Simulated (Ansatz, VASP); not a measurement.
**One calculation of TiAl3, two programs**

The input INCAR:

```
SYSTEM = TiAl3
ALGO = Normal
EDIFF = 1E-6
ENCUT = 520
GGA = PE
ISIF = 2
ISMEAR = 0
LASPH = .True.
LCHARG = .False.
LREAL = .False.
LWAVE = .False.
NBANDS = 18
NELM = 100
PREC = Accurate
SIGMA = 0.1
```

File KPOINTS:

```
k-points
0
Gamma
  14 8 8
  0 0 0
```

Contents of POSCAR:

```
TiAl3
1.0
    2.7552817996     -0.0557996530      0.0397554780
   -0.0919868376      4.7937079613     -0.0129202886
    0.0686103880     -0.0135260479      4.9328418601
Ti Al
1 3
Direct
    0.0286335383      0.4796742931      0.1663220610
    0.4852694514      0.5216458632      0.6736700310
    0.4749971564     -0.0032875736      0.3179221303
    0.0111033755      0.0019674173      0.8420847777
```

Input for Ansatz:

```yaml
crystal:
  lattice:
    - [2.7552817996, -0.055799653, 0.039755478]
    - [-0.0919868376, 4.7937079613, -0.0129202886]
    - [0.068610388, -0.0135260479, 4.9328418601]
  atoms:
    - { symbol: Ti, position: [0.0286335383, 0.4796742931, 0.166322061] }
    - { symbol: Al, position: [0.4852694514, 0.5216458632, 0.673670031] }
    - { symbol: Al, position: [0.4749971564, -0.0032875736, 0.3179221303] }
    - { symbol: Al, position: [0.0111033755, 0.0019674173, 0.8420847777] }
basis:
  ecutwfc: 420
kpoints:
  mp_grid: { grid: [14, 8, 8] }
hamiltonian:
  xc: pbe
scf:
  occupations: { method: gaussian, width: 0.1 }
output:
  forces: true
  stress: true
  eigenvalues: true
```

Change from the starting cell: all atoms moved at random, cell strained at random.

Alike in both runs: task single point; functional PBE; k mesh 14 × 8 × 8; occupations gaussian, width 0.1 eV; no spin polarisation.

|  | VASP | Ansatz |
| --- | --- | --- |
| version | VASP 6.6.1 | Ansatz 0.2.0 |
| potentials or method | VASP PAW PBE potentials, release 64 (Ti_sv, Al), cutoff 520 eV | scalar-relativistic, plane waves, PAW |
| valence electrons in the cell | 21 | 21 |

Ansatz gave:

```
gap on the k mesh at the Fermi level (eV)                     : none
pressure (GPa)                                                : 1.3
traceless stress, the component that is largest in VASP (GPa) : -2.06
rms of the force components (eV/Å)                            : 0.361
```

Task: Which values does VASP return?

Result: gap on the k mesh at the Fermi level (eV): none; pressure (GPa): 1.2; traceless stress, the component that is largest in VASP (GPa): -2.05; rms of the force components (eV/Å): 0.362.

Atom by atom the forces differ by 0.001 eV/Å (rms over components). A gap of «none» marks a metal or a gap that the smearing closes.
